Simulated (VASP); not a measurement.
# BAs (F-43m) in VASP: a series of runs

The runs below take BAs through single point, with PBE+D3(BJ), RPBE.

All numbers are computed with VASP 6.6.1; they aren't measurements. Logs are shortened: lines on timing, memory, paths and dates and some standing lists are left out, and cuts for length are marked.

## 1. The cell of the first run

It takes space group F-43m (No. 216, cubic). The conventional cell has a = 4.764 Å, b = 4.764 Å, c = 4.764 Å, α = 90.00°, β = 90.00°, γ = 90.00°. As (site symmetry -43m) has 4 B at 2.06 Å within 2.7 Å. Within 2.7 Å of B (site symmetry -43m) lie 4 As at 2.06 Å.

## 2. Single point, PBE+D3(BJ)

Input file INCAR:

```
  PREC = Accurate
  ENCUT = 520
  EDIFF = 1E-6
  ISMEAR = -1
  SIGMA = 0.05
  LREAL = F
  LASPH = T
  NELM = 100
  ALGO = Normal
  ISIF = 2
  LWAVE = F
  LCHARG = F
  GGA = PE
  IVDW = 12
  NBANDS = 11
```

Input file KPOINTS:

```
regular mesh
0
Gamma
  10 10 10
```

Input file POSCAR:

```
BAs
1.0
    0.0000000000      2.3818484517      2.3818484517
    2.3818484517      0.0000000000      2.3818484517
    2.3818484517      2.3818484517      0.0000000000
As B
1 1
Direct
    0.7500000000      0.7500000000      0.7500000000
    0.0000000000      0.0000000000      0.0000000000
```

Potentials or basis: VASP PAW PBE potentials, release 64 (As, B).

On the command line:

```bash
$ cat potpaw_PBE.64/As/POTCAR potpaw_PBE.64/B/POTCAR > POTCAR
$ mpirun -np 1 vasp_std > vasp.out
```

OUTCAR:

```text
PREC = Accurate
   ENCUT = 520
   EDIFF = 1E-6
   ISMEAR = -1
   LREAL = F
   LASPH = T
   NELM = 100
   ISIF = 2
   GGA = PE
   IVDW = 12
 IVDW          = 12

 ion  position               nearest neighbor table
   1  0.750  0.750  0.750-   2 2.06   2 2.06   2 2.06   2 2.06
   2  0.000  0.000  0.000-   1 2.06   1 2.06   1 2.06   1 2.06

  LATTYP: Found a face centered cubic cell.
 ALAT       =     4.7636969034

  Lattice vectors:

 A1 = (   0.0000000000,   2.3818484517,   2.3818484517)
 A2 = (   2.3818484517,   0.0000000000,   2.3818484517)
 A3 = (   2.3818484517,   2.3818484517,   0.0000000000)

Analysis of symmetry for initial positions (statically):
=====================================================================
 Subroutine PRICEL returns:
 Original cell was already a primitive cell.

 Routine SETGRP: Setting up the symmetry group for a
 face centered cubic supercell.

 Subroutine GETGRP returns: Found 24 space group operations
 (whereof 24 operations were pure point group operations)
 out of a pool of 48 trial point group operations.

The static configuration has the point symmetry T_d .

Analysis of symmetry for dynamics (positions and initial velocities):
=====================================================================
 Subroutine PRICEL returns:
 Original cell was already a primitive cell.

 Routine SETGRP: Setting up the symmetry group for a
 face centered cubic supercell.

 Subroutine GETGRP returns: Found 24 space group operations
 (whereof 24 operations were pure point group operations)
 out of a pool of 48 trial point group operations.

The dynamic configuration has the point symmetry T_d .

 Subroutine INISYM returns: Found 24 space group operations
 (whereof 24 operations are pure point group operations),
 and found     1 'primitive' translations

----------------------------------------------------------------------------------------

                                     Primitive cell

  volume of cell :      27.0254

  direct lattice vectors                    reciprocal lattice vectors
     0.000000000  2.381848452  2.381848452    -0.209920996  0.209920996  0.209920996
     2.381848452  0.000000000  2.381848452     0.209920996 -0.209920996  0.209920996
     2.381848452  2.381848452  0.000000000     0.209920996  0.209920996 -0.209920996

  length of vectors
     3.368442384  3.368442384  3.368442384     0.363593831  0.363593831  0.363593831

  position of ions in fractional coordinates (direct lattice)
     0.750000000  0.750000000  0.750000000
     0.000000000  0.000000000  0.000000000

  ion indices of the primitive-cell ions
   primitive index   ion index
                 1           1
                 2           2

----------------------------------------------------------------------------------------

 KPOINTS: regular mesh

Automatic generation of k-mesh.
 Grid dimensions read from file:
 generate k-points for:   10   10   10

 Generating k-lattice:

  Cartesian coordinates                     Fractional coordinates (reciprocal lattice)
    -0.020992100  0.020992100  0.020992100     0.100000000  0.000000000  0.000000000
     0.020992100 -0.020992100  0.020992100     0.000000000  0.100000000  0.000000000
     0.020992100  0.020992100 -0.020992100     0.000000000  0.000000000  0.100000000

  Length of vectors
     0.036359383  0.036359383  0.036359383

  Shift w.r.t. Gamma in fractional coordinates (k-lattice)
     0.000000000  0.000000000  0.000000000

 Subroutine IBZKPT returns following result:
 ===========================================

 Found     47 irreducible k-points:

 Following reciprocal coordinates:
            Coordinates               Weight
  0.000000  0.000000  0.000000      1.000000
  0.100000  0.000000  0.000000      8.000000
  0.200000  0.000000  0.000000      8.000000
  0.300000  0.000000  0.000000      8.000000
  0.400000  0.000000  0.000000      8.000000
  0.500000  0.000000  0.000000      4.000000
[... 16 lines left out ...]
  0.300000  0.300000  0.000000      6.000000
  0.400000  0.300000  0.000000     24.000000
 [... further k-points ...]
   k-points           NKPTS =     47   k-points in BZ     NKDIM =     47   number of bands    NBANDS=     11
   number of dos      NEDOS =    301   number of ions     NIONS =      2
   total plane-waves  NPLWV =  21952
   dimension x,y,z NGX =    28 NGY =   28 NGZ =   28
   dimension x,y,z NGXF=    56 NGYF=   56 NGZF=   56
   ions per type =               1   1
   NGX,Y,Z   is equivalent  to a cutoff of  13.82, 13.82, 13.82 a.u.
   NGXF,Y,Z  is equivalent  to a cutoff of  27.64, 27.64, 27.64 a.u.
 SYSTEM =  unknown system
   PREC   = accura    normal or accurate (medium, high low for compatibility)
   ISTART =      0    job   : 0-new  1-cont  2-samecut
   ICHARG =      2    charge: 1-file 2-atom 10-const
   ISPIN  =      1    spin polarized calculation?
   LNONCOLLINEAR =      F non collinear calculations
   LSORBIT =      F    spin-orbit coupling
   LASPH  =      T    aspherical Exc in radial PAW
   ENCUT  =  520.0 eV  38.22 Ry    6.18 a.u.   6.26  6.26  6.26*2*pi/ulx,y,z
   NELM   =    100;   NELMIN=  2; NELMDL= -5     # of ELM steps
   EDIFF  = 0.1E-05   stopping-criterion for ELM
   LREAL  =      F    real-space projection
   EDIFFG = 0.1E-04   stopping-criterion for IOM
   NSW    =      0    number of steps for IOM
   IBRION =     -1    ionic relax: 0-MD 1-quasi-New 2-CG
   NFREE  =      0    steps in history (QN), initial steepest desc. (CG)
   ISIF   =      2    stress and relaxation
   ISYM   =      2    0-nonsym 1-usesym 2-fastsym
   POTIM  = 0.5000    time-step for ionic-motion
   TEBEG  =    0.0;   TEEND  =   0.0 temperature during run
   PSTRESS=    0.0 pullay stress
   NELECT =       8.0000    total number of electrons
   NUPDOWN=      -1.0000    fix difference up-down
   EMIN   =  10.00;   EMAX   =-10.00  energy-range for DOS
   EFERMI =   0.00;   METHOD = LEGACY
   ISMEAR =    -1;   SIGMA  =   0.05  broadening in eV -4-tet -1-fermi 0-gaus
   EFERMI_NEDOS =   21; number of points for ismear=-14 and -15
   IALGO  =     38    algorithm
   IMIX   =      4    mixing-type and parameters
     AMIX     =   0.40;   BMIX     =  1.00
     AMIX_MAG =   1.60;   BMIX_MAG =  1.00
  volume/ion in A,a.u.               =      13.51        91.19
  Fermi-wavevector in a.u.,A,eV,Ry     =   1.091057  2.061798 16.196443  1.190405
  Thomas-Fermi vector in A             =   2.227294
   LORBIT       =      0    0 simple, 1 ext, 2 COOP (PROOUT), +10 PAW based schemes
   GGA     = PE    functional components
   LHFCALC =     F    Hartree Fock is set to
   AEXX    =    0.0000 exact exchange contribution
   IVDW    =    12    specifies the selected vdW correction
   LEPSILON=     F    determine dielectric tensor
   LRPA    =     F    only Hartree local field effects (RPA)
 non-spin polarized calculation
  energy-cutoff  :      520.00
  volume of cell :       27.03
 maximum number of plane-waves:       745
 NGX is ok and might be reduce to    28
   NGX = 13   NGY = 13   NGZ = 13

 number of electron       8.0000000 magnetization

 Free energy of the ion-electron system (eV)
  ---------------------------------------------------
  ext. energy  EPLUGINS =         0.00000000
  ---------------------------------------------------
  free energy    TOTEN  =       -11.40062043 eV

  energy without entropy =      -11.40062034  energy(sigma->0) =      -11.40062038

 E-fermi :   6.7851     XC(G=0): -10.6206

 val. band max:        6.2189936104   @ k =   0.0000   0.0000   0.0000
 cond. band min:       7.3857704863   @ k =   0.4000   0.4000   0.0000
 fundamental gap:      1.1667768759
 Fermi energy:         6.7850948971

 k-point     1 :       0.0000    0.0000    0.0000
  band No.  band energies     occupation
      1      -9.2589      2.00000
      2       6.2190      1.99998
      3       6.2190      1.99998
      4       6.2190      1.99998
      5       9.5060      0.00000
      6       9.5060      0.00000
      7       9.5060      0.00000
      8      11.0125      0.00000
      9      15.8426      0.00000
     10      19.2034      0.00000
     11      19.2034      0.00000

 k-point     2 :       0.1000    0.0000    0.0000
  band No.  band energies     occupation
      1      -9.0934      2.00000
      2       4.8185      2.00000
      3       5.9144      2.00000
      4       5.9144      2.00000
      5       9.6708      0.00000
      6       9.9069      0.00000
      7       9.9069      0.00000
      8      11.8657      0.00000
      9      16.4939      0.00000
     10      18.1254      0.00000
     11      18.1254      0.00000

 k-point     3 :       0.2000    0.0000    0.0000
  band No.  band energies     occupation
      1      -8.6052      2.00000
      2       2.4394      2.00000
      3       5.3349      2.00000
      4       5.3349      2.00000
      5       9.4691      0.00000
      6      10.6284      0.00000
      7      10.6284      0.00000
      8      13.4699      0.00000
      9      17.4019      0.00000
     10      17.4019      0.00000
     11      17.4935      0.00000

 k-point     4 :       0.3000    0.0000    0.0000
  band No.  band energies     occupation
      1      -7.8303      2.00000
      2       0.1316      2.00000
      3       4.8229      2.00000
      4       4.8229      2.00000
      5       9.2019      0.00000
      6      11.0286      0.00000
      7      11.0286      0.00000
      8      14.7124      0.00000
      9      17.6170      0.00000
     10      17.8573      0.00000
     11      17.8573      0.00000
[... 239 lines left out ...]
 k-point    22 :      -0.2000    0.2000    0.0000
  band No.  band energies     occupation
      1      -7.5647      2.00000
      2       0.7261      2.00000
      3       2.1101      2.00000
      4       4.9155      2.00000
      5      10.1837      0.00000
      6      11.3590      0.00000
      7      12.2636      0.00000
      8      13.2673      0.00000
      9      16.1151      0.00000
     10      18.8998      0.00000
     11      20.4882      0.00000

 k-point    23 :       0.3000    0.3000    0.0000
  band No.  band energies     occupation
      1      -7.3271      2.00000
      2       0.9950      2.00000
      3       3.0013      2.00000
      4       3.0013      2.00000
      5       7.6089      0.00000
      6       9.8805      0.00000
      7      14.7255      0.00000
      8      14.7255      0.00000
      9      17.2935      0.00000
     10      21.3607      0.00000
     11      21.3821      0.00000

 k-point    24 :       0.4000    0.3000    0.0000
  band No.  band energies     occupation
      1      -6.5918      2.00000
      2      -0.2613      2.00000
      3       2.2076      2.00000
      4       2.7023      2.00000
      5       7.9107      0.00000
      6       9.6174      0.00000
      7      15.1146      0.00000
      8      15.3425      0.00000
      9      18.3455      0.00000
     10      22.1437      0.00000
     11      22.1452      0.00000

 [... further k-points ...]

------------------------ aborting loop because EDIFF is reached ----------------------------------------

 Edisp (eV)   -0.66534

 E8    (eV) :    -0.2645

  FORCE on cell =-STRESS in cart. coord.  units (eV):
  Direction    XX          YY          ZZ          XY          YZ          ZX
  --------------------------------------------------------------------------------------
  -------------------------------------------------------------------------------------
  Total       0.12232     0.12232     0.12232     0.00000     0.00000     0.00000
  in kB       7.25166     7.25166     7.25166     0.00000     0.00000     0.00000
  external pressure =        7.25 kB  Pullay stress =        0.00 kB

 VOLUME and BASIS-vectors are now :
 -----------------------------------------------------------------------------
  energy-cutoff  :      520.00
  volume of cell :       27.03
      direct lattice vectors                 reciprocal lattice vectors
     0.000000000  2.381848452  2.381848452    -0.209920996  0.209920996  0.209920996
     2.381848452  0.000000000  2.381848452     0.209920996 -0.209920996  0.209920996
     2.381848452  2.381848452  0.000000000     0.209920996  0.209920996 -0.209920996

 POSITION                                       TOTAL-FORCE (eV/Angst)
 -----------------------------------------------------------------------------------
      3.57277      3.57277      3.57277         0.000000      0.000000      0.000000
      0.00000      0.00000      0.00000        -0.000000     -0.000000     -0.000000
 -----------------------------------------------------------------------------------
    total drift:                                0.000000      0.000000      0.000000

  FREE ENERGIE OF THE ION-ELECTRON SYSTEM (eV)
  ---------------------------------------------------
  free  energy   TOTEN  =       -12.0659614012 eV

  energy  without entropy=      -12.0659613063  energy(sigma->0) =      -12.06596135
```

Run time: 14 s. Hardware: 1 thread of AMD EPYC 7R43 (Zen 3), shared host; peak memory 0.13 GiB.

What came out:

* Free energy: -12.0660 eV
* Pressure: 0.7 GPa
* Band gap on the k mesh: 1.17 eV, indirect (least direct gap 3.29 eV)
* Dispersion energy per atom: -0.333 eV

Levels at points of the mesh, in eV from the valence-band top:
| k point | band 1 | band 2 | band 3 | band 4 | band 5 | band 6 | band 7 | band 8 |
| --- | --- | --- | --- | --- | --- | --- | --- | --- |
| (0.00, 0.00, 0.00) | -15.48 | 0.00 | 0.00 | 0.00 | 3.29 | 3.29 | 3.29 | 4.79 |
| (0.50, 0.00, 0.00) | -12.58 | -8.85 | -1.84 | -1.84 | 2.74 | 4.79 | 4.79 | 8.88 |
| (0.50, 0.50, 0.00) | -11.24 | -8.58 | -4.12 | -4.12 | 1.42 | 1.43 | 11.45 | 11.45 |

A k mesh can miss the band edges. PBE gaps usually lie below the measured ones, often by a third to a half.

## 3. Single point, RPBE

This run uses another cell than the first one, of 13.63 Å³/atom, 1.008 times its volume.

Input file INCAR:

```
PREC = Accurate
ENCUT = 520
EDIFF = 1E-7
ISMEAR = -1
SIGMA = 0.05
LREAL = False
LASPH = True
NELM = 80
ALGO = Normal
ISIF = 2
LWAVE = False
LCHARG = True
GGA = RP
LELF = True
LVHAR = True
NBANDS = 11
```

KPOINTS is that of step 2.

Input file POSCAR:

```
BAs
1.0
    0.0000000000      2.3885000000      2.3885000000
    2.3885000000      0.0000000000      2.3885000000
    2.3885000000      2.3885000000      0.0000000000
As B
1 1
Direct
    0.7500000000      0.7500000000      0.7500000000
    0.0000000000      0.0000000000      0.0000000000
```

Potentials or basis: VASP PAW PBE potentials, release 64 (As, B).

On the command line:

```bash
$ cat potpaw_PBE.64/As/POTCAR potpaw_PBE.64/B/POTCAR > POTCAR
$ mpirun -np 1 vasp_std > vasp.out
```

It took 17 s on 1 thread of AMD EPYC 7R43 (Zen 3), shared host; peak memory 0.12 GiB.

It converged, with:

| Quantity | Value |
| --- | --- |
| Free energy | -10.7272 eV |
| Pressure | 6.0 GPa |
| Band gap on the k mesh | 1.21 eV, indirect (least direct gap 3.28 eV) |

Levels at points of the mesh, in eV from the valence-band top:
| k point | band 2 | band 3 | band 4 | band 5 | band 6 | band 7 |
| --- | --- | --- | --- | --- | --- | --- |
| (0.00, 0.00, 0.00) | 0.00 | 0.00 | 0.00 | 3.28 | 3.28 | 3.28 |
| (0.50, 0.00, 0.00) | -8.80 | -1.83 | -1.83 | 2.71 | 4.78 | 4.78 |
| (0.50, 0.50, 0.00) | -8.57 | -4.09 | -4.09 | 1.44 | 1.50 | 11.43 |

Caveat: the PAW data sets were made with another functional, which shifts forces and pressure a little. A k mesh can miss the band edges.
